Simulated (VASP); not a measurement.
Write the native input for VASP 6.6.1 that does the following.

| Item | Value |
| --- | --- |
| Task | single point |
| Functional | r2SCAN |
| Potentials or basis | VASP PAW PBE potentials, release 64 (Cd, Te) |
| Cutoff | 520 eV |
| k mesh | 6 × 6 × 6 |
| Occupations | gaussian, width 0.01 eV |
| Spin | no spin polarisation |
| Dipole correction | no |
| Further INCAR settings | ALGO = Normal; EDIFF = 1e-07; NBANDS = 16 |

CdTe:

```
Cd Te
1.0
     0.00000    3.18156    3.40542
     3.18156    0.00000    3.40542
     3.18156    3.18156    0.00000
Cd Te
1 1
Direct
  0.00000 0.00000 0.00000
  0.25000 0.25000 0.25000
```

This cell differs from its parent crystal: epitaxial xy strain -3.0%.

The input as run:

POSCAR

```
CdTe
1.0
    0.0000000000      3.1815564627      3.4054182159
    3.1815564627      0.0000000000      3.4054182159
    3.1815564627      3.1815564627      0.0000000000
Cd Te
1 1
Direct
    0.0000000000      0.0000000000      0.0000000000
    0.2500000000      0.2500000000      0.2500000000
```

INCAR.step1

```
SYSTEM = CdTe
PREC     = Accurate       ! precision mode
ENCUT    = 520            ! plane-wave cutoff, eV
ISMEAR   = 0              ! smearing method
SIGMA    = 0.01           ! smearing width, eV
LREAL    = .FALSE.        ! projectors in reciprocal space
LASPH    = .TRUE.         ! aspherical terms in the spheres
NELM     = 80             ! most SCF steps
NBANDS   = 16             ! bands
GGA      = PE             ! functional
ALGO     = Normal         ! electronic algorithm
EDIFF    = 1E-4           ! SCF threshold, eV
LWAVE    = .TRUE.         ! write WAVECAR
LCHARG   = .FALSE.        ! write CHGCAR
```

INCAR.step2

```
SYSTEM = CdTe
PREC     = Accurate       ! precision mode
ENCUT    = 520            ! plane-wave cutoff, eV
EDIFF    = 1E-7           ! SCF threshold, eV
ISMEAR   = 0              ! smearing method
SIGMA    = 0.01           ! smearing width, eV
LREAL    = .FALSE.        ! projectors in reciprocal space
LASPH    = .TRUE.         ! aspherical terms in the spheres
NELM     = 80             ! most SCF steps
ALGO     = Normal         ! electronic algorithm
ISIF     = 2              ! what is computed and relaxed
LWAVE    = .FALSE.        ! write WAVECAR
LCHARG   = .TRUE.         ! write CHGCAR
METAGGA  = R2SCAN         ! meta-GGA
LMIXTAU  = .TRUE.       
LELF     = .TRUE.         ! ELF
LVHAR    = .TRUE.       
NBANDS   = 16             ! bands
ISTART   = 1
```

KPOINTS

```
regular mesh
0
G
  6 6 6
  0 0 0
```

Potentials or basis: VASP PAW PBE potentials, release 64 (Cd, Te).

Launch:

```console
$ cat potpaw_PBE.64/Cd/POTCAR potpaw_PBE.64/Te/POTCAR > POTCAR
$ cp INCAR.step1 INCAR
$ mpirun -np 1 vasp_std > vasp.out
$ cp INCAR.step2 INCAR
$ mpirun -np 1 vasp_std > vasp.out
```

It gave:

```
Pressure               : 1.0 GPa
Band gap on the k mesh : 1.13 eV, direct
```

Caveat: the cell differs from its parent crystal (epitaxial xy strain -3.0%); the PAW data sets were made with another functional, which shifts forces and pressure a little; spin-orbit coupling is left out, which moves the levels of the heavy elements.

Wall time 7.5 min on 1 thread of AMD EPYC 7R13, on a shared host, peak memory 0.2 GiB.
